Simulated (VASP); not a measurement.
# Y (P2_1/m) in VASP: single point with PBE

Aim: the single point of Y with PBE.

Everything below comes from runs of VASP 6.6.1. Logs are shortened: lines on timing, memory, paths and dates and some standing lists are left out, and cuts for length are marked.

## (1) The cell of the first run

It takes space group P2_1/m (No. 11, monoclinic). The conventional cell has a = 3.651 Å, b = 5.747 Å, c = 3.651 Å, α = 90.00°, β = 120.00°, γ = 90.00°. Within 4.6 Å of Y (site symmetry m) lie 12 Y at 3.52 to 3.65 Å.

## (2) Single point, PBE (atom 2 (Y) moved by [0.08, 0.0, 0.0] A)

INCAR reads:

```
PREC = Accurate ; ENCUT = 520
EDIFF = 1E-6 ; ISMEAR = -1
SIGMA = 0.08 ; LREAL = False
LASPH = True ; NELM = 100
ALGO = Fast ; ISIF = 2
LWAVE = False ; LCHARG = False
GGA = PE ; NBANDS = 18
```

KPOINTS reads:

```
regular mesh
0
Gamma
  12 12 7
```

POSCAR reads:

```
Y
1.0
    3.6514992371      0.0000000000      0.0000000000
   -1.8257496185      3.1622911012      0.0000000000
    0.0000000000      0.0000000000      5.7474000000
Y
2
Direct
    0.3333333333      0.6666666667      0.2500000000
    0.6885754759      0.3333333333      0.7500000000
```

Potentials or basis: VASP PAW PBE potentials, release 64 (Y_sv).

Started as:

```bash
> cat potpaw_PBE.64/Y_sv/POTCAR > POTCAR
> mpirun -np 1 vasp_std > vasp.out
```

OUTCAR:

```text
PREC = Accurate
   ENCUT = 520
   EDIFF = 1E-6
   ISMEAR = -1
   LREAL = False
   LASPH = True
   NELM = 100
   ISIF = 2
   GGA = PE

 ion  position               nearest neighbor table
   1  0.333  0.667  0.250-   2 3.52   2 3.52   2 3.56   2 3.56   2 3.61   2 3.61
   2  0.689  0.333  0.750-   1 3.52   1 3.52   1 3.56   1 3.56   1 3.61   1 3.61

  LATTYP: Found a hexagonal cell.
 ALAT       =     3.6514992371
 C/A-ratio  =     1.5739836234

  Lattice vectors:

 A1 = (   3.6514992371,   0.0000000000,   0.0000000000)
 A2 = (  -1.8257496185,   3.1622911012,   0.0000000000)
 A3 = (   0.0000000000,   0.0000000000,   5.7474000000)

Analysis of symmetry for initial positions (statically):
=====================================================================
 Subroutine PRICEL returns:
 Original cell was already a primitive cell.

 Routine SETGRP: Setting up the symmetry group for a
 hexagonal supercell.

 Subroutine GETGRP returns: Found  4 space group operations
 (whereof  1 operations were pure point group operations)
 out of a pool of 24 trial point group operations.

The static configuration has the point symmetry C_1 .
 The point group associated with its full space group is C_2h.

Analysis of symmetry for dynamics (positions and initial velocities):
=====================================================================
 Subroutine PRICEL returns:
 Original cell was already a primitive cell.

 Routine SETGRP: Setting up the symmetry group for a
 hexagonal supercell.

 Subroutine GETGRP returns: Found  4 space group operations
 (whereof  1 operations were pure point group operations)
 out of a pool of 24 trial point group operations.

The dynamic configuration has the point symmetry C_1 .
 The point group associated with its full space group is C_2h.

 Subroutine INISYM returns: Found  4 space group operations
 (whereof  1 operations are pure point group operations),
 and found     1 'primitive' translations

----------------------------------------------------------------------------------------

                                     Primitive cell

  volume of cell :      66.3658

  direct lattice vectors                    reciprocal lattice vectors
     3.651499237  0.000000000  0.000000000     0.273860115  0.158113211  0.000000000
    -1.825749618  3.162291101  0.000000000     0.000000000  0.316226422  0.000000000
     0.000000000  0.000000000  5.747400000     0.000000000  0.000000000  0.173991718

  length of vectors
     3.651499237  3.651499237  5.747400000     0.316226422  0.316226422  0.173991718

  position of ions in fractional coordinates (direct lattice)
     0.333333333  0.666666667  0.250000000
     0.688575476  0.333333333  0.750000000

  ion indices of the primitive-cell ions
   primitive index   ion index
                 1           1
                 2           2

----------------------------------------------------------------------------------------

 KPOINTS: regular mesh

Automatic generation of k-mesh.
 Grid dimensions read from file:
 generate k-points for:   12   12    7

 Generating k-lattice:

  Cartesian coordinates                     Fractional coordinates (reciprocal lattice)
     0.022821676  0.013176101  0.000000000     0.083333333  0.000000000  0.000000000
     0.000000000  0.026352202  0.000000000     0.000000000  0.083333333  0.000000000
     0.000000000  0.000000000  0.024855960     0.000000000  0.000000000  0.142857143

  Length of vectors
     0.026352202  0.026352202  0.024855960

  Shift w.r.t. Gamma in fractional coordinates (k-lattice)
     0.000000000  0.000000000  0.000000000

 Subroutine IBZKPT returns following result:
 ===========================================

 Found    296 irreducible k-points:

 Following reciprocal coordinates:
            Coordinates               Weight
  0.000000  0.000000  0.000000      1.000000
  0.083333 -0.000000  0.000000      2.000000
  0.000000  0.083333  0.000000      2.000000
 -0.083333  0.083333  0.000000      2.000000
  0.166667  0.000000  0.000000      2.000000
  0.000000  0.166667  0.000000      2.000000
[... 16 lines left out ...]
  0.166667  0.083333  0.000000      2.000000
 -0.083333  0.250000  0.000000      2.000000
 [... further k-points ...]
   k-points           NKPTS =    296   k-points in BZ     NKDIM =    296   number of bands    NBANDS=     18
   number of dos      NEDOS =    301   number of ions     NIONS =      2
   total plane-waves  NPLWV =  37632
   dimension x,y,z NGX =    28 NGY =   28 NGZ =   48
   dimension x,y,z NGXF=    56 NGYF=   56 NGZF=   96
   ions per type =               2
   NGX,Y,Z   is equivalent  to a cutoff of  12.75, 12.75, 13.88 a.u.
   NGXF,Y,Z  is equivalent  to a cutoff of  25.50, 25.50, 27.77 a.u.
 SYSTEM =  unknown system
   PREC   = accura    normal or accurate (medium, high low for compatibility)
   ISTART =      0    job   : 0-new  1-cont  2-samecut
   ICHARG =      2    charge: 1-file 2-atom 10-const
   ISPIN  =      1    spin polarized calculation?
   LNONCOLLINEAR =      F non collinear calculations
   LSORBIT =      F    spin-orbit coupling
   LASPH  =      T    aspherical Exc in radial PAW
   ENCUT  =  520.0 eV  38.22 Ry    6.18 a.u.   6.79  6.79 10.69*2*pi/ulx,y,z
   NELM   =    100;   NELMIN=  2; NELMDL= -5     # of ELM steps
   EDIFF  = 0.1E-05   stopping-criterion for ELM
   LREAL  =      F    real-space projection
   EDIFFG = 0.1E-04   stopping-criterion for IOM
   NSW    =      0    number of steps for IOM
   IBRION =     -1    ionic relax: 0-MD 1-quasi-New 2-CG
   NFREE  =      0    steps in history (QN), initial steepest desc. (CG)
   ISIF   =      2    stress and relaxation
   ISYM   =      2    0-nonsym 1-usesym 2-fastsym
   POTIM  = 0.5000    time-step for ionic-motion
   TEBEG  =    0.0;   TEEND  =   0.0 temperature during run
   PSTRESS=    0.0 pullay stress
   NELECT =      22.0000    total number of electrons
   NUPDOWN=      -1.0000    fix difference up-down
   EMIN   =  10.00;   EMAX   =-10.00  energy-range for DOS
   EFERMI =   0.00;   METHOD = LEGACY
   ISMEAR =    -1;   SIGMA  =   0.08  broadening in eV -4-tet -1-fermi 0-gaus
   EFERMI_NEDOS =   21; number of points for ismear=-14 and -15
   IALGO  =     68    algorithm
   IMIX   =      4    mixing-type and parameters
     AMIX     =   0.40;   BMIX     =  1.00
     AMIX_MAG =   1.60;   BMIX_MAG =  1.00
  volume/ion in A,a.u.               =      33.18       223.93
  Fermi-wavevector in a.u.,A,eV,Ry     =   1.133011  2.141081 17.465997  1.283715
  Thomas-Fermi vector in A             =   2.269713
   LORBIT       =      0    0 simple, 1 ext, 2 COOP (PROOUT), +10 PAW based schemes
   GGA     = PE    functional components
   LHFCALC =     F    Hartree Fock is set to
   AEXX    =    0.0000 exact exchange contribution
   IVDW    =     0    specifies the selected vdW correction
   LEPSILON=     F    determine dielectric tensor
   LRPA    =     F    only Hartree local field effects (RPA)
 non-spin polarized calculation
 RMM-DIIS sequential band-by-band and
  energy-cutoff  :      520.00
  volume of cell :       66.37
 maximum number of plane-waves:      1806
   NGX = 13   NGY = 13   NGZ = 21

 number of electron      22.0000001 magnetization

 Free energy of the ion-electron system (eV)
  ---------------------------------------------------
  ext. energy  EPLUGINS =         0.00000000
  ---------------------------------------------------
  free energy    TOTEN  =       -12.90116868 eV

  energy without entropy =      -12.81815583  energy(sigma->0) =      -12.85966226

 E-fermi :   2.9511     XC(G=0):  -9.3876

 val. band max:        2.9490186691   @ k =  -0.3333   0.5000  -0.4286
 cond. band min:       2.9514881646   @ k =  -0.0833   0.5000   0.4286
 fundamental gap:      0.0024694954
 Fermi energy:         2.9510867277

 k-point     1 :       0.0000    0.0000    0.0000
  band No.  band energies     occupation
      1     -39.7632      2.00000
      2     -39.6938      2.00000
      3     -20.0257      2.00000
      4     -19.5723      2.00000
      5     -19.5558      2.00000
      6     -19.4843      2.00000
[... 10 lines left out ...]
     17       5.6155      0.00000
     18       5.8607      0.00000

 k-point     2 :       0.0833   -0.0000    0.0000
  band No.  band energies     occupation
      1     -39.7599      2.00000
      2     -39.6927      2.00000
      3     -20.0133      2.00000
      4     -19.5956      2.00000
      5     -19.5651      2.00000
      6     -19.5018      2.00000
[... 10 lines left out ...]
     17       5.4331      0.00000
     18       5.6990      0.00000

 k-point     3 :       0.0000    0.0833    0.0000
  band No.  band energies     occupation
      1     -39.7599      2.00000
      2     -39.6926      2.00000
      3     -20.0138      2.00000
      4     -19.5917      2.00000
      5     -19.5689      2.00000
      6     -19.5059      2.00000
[... 10 lines left out ...]
     17       5.4620      0.00000
     18       5.6874      0.00000

 k-point     4 :      -0.0833    0.0833    0.0000
  band No.  band energies     occupation
      1     -39.7600      2.00000
      2     -39.6925      2.00000
      3     -20.0143      2.00000
      4     -19.5844      2.00000
      5     -19.5762      2.00000
      6     -19.5088      2.00000
[... 10 lines left out ...]
     17       5.4886      0.00000
     18       5.6597      0.00000

 k-point     5 :       0.1667    0.0000    0.0000
  band No.  band energies     occupation
      1     -39.7504      2.00000
      2     -39.6898      2.00000
      3     -19.9778      2.00000
      4     -19.6606      2.00000
      5     -19.5884      2.00000
      6     -19.5710      2.00000
[... 10 lines left out ...]
     17       5.6240      0.00000
     18       5.7607      0.00000

 k-point     6 :       0.0000    0.1667    0.0000
  band No.  band energies     occupation
      1     -39.7507      2.00000
      2     -39.6895      2.00000
      3     -19.9798      2.00000
      4     -19.6558      2.00000
      5     -19.5932      2.00000
      6     -19.5733      2.00000
[... 10 lines left out ...]
     17       5.5721      0.00000
     18       5.8276      0.00000

 k-point     7 :      -0.1667    0.1667    0.0000
  band No.  band energies     occupation
      1     -39.7511      2.00000
      2     -39.6892      2.00000
      3     -19.9821      2.00000
      4     -19.6497      2.00000
      5     -19.5998      2.00000
      6     -19.5752      2.00000
[... 10 lines left out ...]
     17       5.5800      0.00000
     18       5.8437      0.00000

 k-point     8 :       0.2500   -0.0000    0.0000
  band No.  band energies     occupation
      1     -39.7369      2.00000
      2     -39.6865      2.00000
      3     -19.9236      2.00000
      4     -19.7498      2.00000
      5     -19.6629      2.00000
      6     -19.6179      2.00000
[... 10 lines left out ...]
     17       6.1284      0.00000
     18       6.3402      0.00000
[... 229 lines left out ...]
     17       8.2287      0.00000
     18       8.5566      0.00000

 k-point    20 :       0.0833    0.0833    0.0000
  band No.  band energies     occupation
      1     -39.7535      2.00000
      2     -39.6907      2.00000
      3     -19.9894      2.00000
      4     -19.6359      2.00000
      5     -19.5917      2.00000
      6     -19.5386      2.00000
[... 10 lines left out ...]
     17       5.5328      0.00000
     18       5.7529      0.00000

 k-point    21 :      -0.0833    0.1667    0.0000
  band No.  band energies     occupation
      1     -39.7539      2.00000
      2     -39.6902      2.00000
      3     -19.9924      2.00000
      4     -19.6227      2.00000
      5     -19.6026      2.00000
      6     -19.5476      2.00000
[... 10 lines left out ...]
     17       5.4784      0.00000
     18       5.7168      0.00000

 k-point    22 :      -0.1667    0.0833    0.0000
  band No.  band energies     occupation
      1     -39.7537      2.00000
      2     -39.6904      2.00000
      3     -19.9910      2.00000
      4     -19.6302      2.00000
      5     -19.5966      2.00000
      6     -19.5430      2.00000
[... 10 lines left out ...]
     17       5.4823      0.00000
     18       5.7210      0.00000

 k-point    23 :       0.1667    0.0833    0.0000
  band No.  band energies     occupation
      1     -39.7419      2.00000
      2     -39.6876      2.00000
      3     -19.9440      2.00000
      4     -19.7074      2.00000
      5     -19.6520      2.00000
      6     -19.5858      2.00000
[... 10 lines left out ...]
     17       5.7084      0.00000
     18       6.2871      0.00000

 k-point    24 :      -0.0833    0.2500    0.0000
  band No.  band energies     occupation
      1     -39.7428      2.00000
      2     -39.6867      2.00000
      3     -19.9505      2.00000
      4     -19.6995      2.00000
      5     -19.6543      2.00000
      6     -19.5952      2.00000
[... 10 lines left out ...]
     17       5.8347      0.00000
     18       6.2203      0.00000

 [... further k-points ...]
[... 5 lines left out ...]
  --------------------------------------------------------------------------------------
  -------------------------------------------------------------------------------------
  Total       -0.1053010     -0.1000335     -0.3021484      0.1107634      0.0000000      0.0000000
  in kB       -2.5421344     -2.4149690     -7.2943466      2.6740061      0.0000000      0.0000000
  external PRESSURE =      -4.0838166 kB  Pullay stress =       0.0000000 kB

 VOLUME and BASIS-vectors are now :
 -----------------------------------------------------------------------------
  energy-cutoff  :      520.00
  volume of cell :       66.37
      direct lattice vectors                 reciprocal lattice vectors
     3.651499237  0.000000000  0.000000000     0.273860115  0.158113211  0.000000000
    -1.825749618  3.162291101  0.000000000     0.000000000  0.316226422  0.000000000
     0.000000000  0.000000000  5.747400000     0.000000000  0.000000000  0.173991718

 POSITION                                       TOTAL-FORCE (eV/Angst)
 -----------------------------------------------------------------------------------
     -0.00000      2.10819      1.43685         0.094294      0.002271     -0.000000
      1.90575      1.05410      4.31055        -0.094294     -0.002271      0.000000
 -----------------------------------------------------------------------------------
    total drift:                                0.000001      0.000001      0.000000

  FREE ENERGIE OF THE ION-ELECTRON SYSTEM (eV)
  ---------------------------------------------------
  free  energy   TOTEN  =       -12.9011686819 eV

  energy  without entropy=      -12.8181558290  energy(sigma->0) =      -12.85966226
```

Run time: 6.4 min. Hardware: 1 thread of Intel Xeon Platinum 8488C (Sapphire Rapids), shared host; peak memory 0.45 GiB.

Results:

| Property | Result |
| --- | --- |
| Free energy | -12.9012 eV |
| Pressure | -0.4 GPa |
| Largest force | 0.094 eV/Å |
| Band gap on the k mesh | zero (bands 11 and 12 overlap by 1.28 eV) |

Forces in eV/Å, atoms in the order of the input:
```
Y    0.094  0.002  0.000
Y   -0.094 -0.002  0.000
```

Levels at points of the mesh, in eV from the Fermi level:
| k point | band 8 | band 9 | band 10 | band 11 | band 12 | band 13 | band 14 | band 15 |
| --- | --- | --- | --- | --- | --- | --- | --- | --- |
| (0.00, 0.00, 0.00) | -22.40 | -4.67 | -1.85 | 0.83 | 1.72 | 1.78 | 1.97 | 2.30 |
| (0.50, 0.00, 0.00) | -22.49 | -1.61 | -1.17 | -0.72 | -0.12 | 1.21 | 1.51 | 1.96 |
| (0.00, 0.50, 0.00) | -22.49 | -1.66 | -1.16 | -0.80 | -0.11 | 1.36 | 1.49 | 2.02 |
| (0.50, 0.50, 0.00) | -22.49 | -1.72 | -1.16 | -0.87 | -0.11 | 1.45 | 1.53 | 2.09 |

Caveat: the cell differs from its parent crystal (atom 2 (Y) moved by [0.08, 0.0, 0.0] A).
